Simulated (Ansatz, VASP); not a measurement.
**SnO2 in VASP and in Ansatz**

File INCAR:

```
SYSTEM = SnO2
ALGO = Normal ; EDIFF = 1E-8
ENCUT = 520 ; ISIF = 2
ISMEAR = -1 ; LASPH = .True.
LCHARG = .False. ; LEFG = .True.
LREAL = .False. ; LWAVE = .False.
NBANDS = 35 ; NELM = 80
PREC = Accurate ; SIGMA = 0.03
```

The input KPOINTS:

```
k-points
0
Gamma
  4 4 6
  0 0 0
```

The input POSCAR:

```
SnO2
1.0
    4.7996907017      0.0000000000      0.0000000000
    0.0000000000      4.7996907017      0.0000000000
    0.0000000000      0.0000000000      3.2283311243
Sn O
2 4
Direct
    0.0000000000      0.0000000000      0.0000000000
    0.5000000000      0.5000000000      0.5000000000
    0.3056200000      0.3056200000      0.0000000000
    0.1943800000      0.8056200000      0.5000000000
    0.6943800000      0.6943800000      0.0000000000
    0.8056200000      0.1943800000      0.5000000000
```

Input for Ansatz:

```yaml
crystal:
  lattice:
    - [4.7996907017, 0.0, 0.0]
    - [0.0, 4.7996907017, 0.0]
    - [0.0, 0.0, 3.2283311243]
  atoms:
    - { symbol: Sn, position: [0.0, 0.0, 0.0] }
    - { symbol: Sn, position: [0.5, 0.5, 0.5] }
    - { symbol: O, position: [0.30562, 0.30562, 0.0] }
    - { symbol: O, position: [0.19438, 0.80562, 0.5] }
    - { symbol: O, position: [0.69438, 0.69438, 0.0] }
    - { symbol: O, position: [0.80562, 0.19438, 0.5] }
kpoints:
  mp_grid: { grid: [4, 4, 6] }
scf:
  occupations: { method: fermi_dirac, width: 0.03 }
hamiltonian:
  xc: lda
  pseudopotentials: { kind: all_electron, datasets: crystal }
output:
  forces: true
  stress: true
  eigenvalues: true
  efg: { contact_densities: true }
```

Change from the starting cell: volume scaled by 1.04, crystal datasets.

Alike in both runs: task electric field gradients; functional LDA; k mesh 4 × 4 × 6; occupations fermi-dirac, width 0.03 eV; no spin polarisation.

```csv
,VASP,Ansatz
version,VASP 6.6.1,Ansatz 0.2.0
potentials or method,"VASP PAW LDA potentials, release 64 (Sn_d, O), cutoff 520 eV","all-electron PAW with datasets made for the crystal, scalar-relativistic"
```

|  | VASP | Ansatz | Ansatz less VASP |
| --- | --- | --- | --- |
| pressure (GPa) | -7.7 | -8.5 | -0.78 |
| traceless stress, the component that is largest in VASP (GPa) | -0.80 | -1.04 | -0.243 |
| rms of the force components (eV/Å) | 0.082 | 0.092 | +0.0095 |
| size of Vzz on the site where it differs most (V/Å²) | 110.8 | 109.1 | -1.72 |

LDA's correlation is that of Perdew and Zunger in VASP and of Perdew and Wang (1992) in Ansatz. Atom by atom the forces differ by 0.010 eV/Å (rms over components). Ansatz ran all-electron here, and VASP with PAW potentials.
